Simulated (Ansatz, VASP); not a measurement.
**One calculation of Rh, two programs**

The input INCAR:

```
SYSTEM = Rh
PREC = Accurate ; ENCUT = 520
EDIFF = 1E-8 ; ISMEAR = -1
SIGMA = 0.03 ; LREAL = .False.
LASPH = .True. ; NELM = 60
ALGO = Normal ; ISIF = 2
LWAVE = .False. ; LCHARG = .False.
LEFG = .True. ; NBANDS = 14
```

File KPOINTS:

```
regular mesh
0
Gamma
  16 16 16
  0 0 0
```

Contents of POSCAR:

```
Rh
1.0
    0.0000000000      1.9205655000      1.9015500000
    1.9205655000      0.0000000000      1.9015500000
    1.9205655000      1.9205655000      0.0000000000
Rh
1
Direct
    0.0000000000      0.0000000000      0.0000000000
```

Input for Ansatz:

```yaml
crystal:
  lattice:
    - [0.0, 1.9205655, 1.90155]
    - [1.9205655, 0.0, 1.90155]
    - [1.9205655, 1.9205655, 0.0]
  atoms:
    - { symbol: Rh, position: [0.0, 0.0, 0.0] }
kpoints:
  mp_grid: { grid: [16, 16, 16] }
scf:
  occupations: { method: fermi_dirac, width: 0.03 }
hamiltonian:
  xc: lda
  pseudopotentials: { kind: all_electron, datasets: crystal }
output:
  forces: true
  stress: true
  eigenvalues: true
  efg: { contact_densities: true }
```

Change from the starting cell: equal xx and yy strain of +1 %, crystal datasets.

Alike in both runs: task electric field gradients; functional LDA; k mesh 16 × 16 × 16; occupations fermi-dirac, width 0.03 eV; no spin polarisation.

```csv
,VASP,Ansatz
version,VASP 6.6.1,Ansatz 0.2.0
potentials or method,"VASP PAW LDA potentials, release 64 (Rh_pv), cutoff 520 eV","all-electron PAW with datasets made for the crystal, scalar-relativistic"
```

Ansatz gave:

```
pressure (GPa)                                                : -16.1
traceless stress, the component that is largest in VASP (GPa) : 1.50
size of Vzz on the site where it differs most (V/Å²)          : 1.1
```

**Question.** What did VASP give for the same quantities?

**Answer.** Pressure (GPa): -15.3; traceless stress, the component that is largest in VASP (GPa): 1.49; size of Vzz on the site where it differs most (V/Å²): 1.0.

LDA's correlation is that of Perdew and Zunger in VASP and of Perdew and Wang (1992) in Ansatz. Ansatz ran all-electron here, and VASP with PAW potentials.
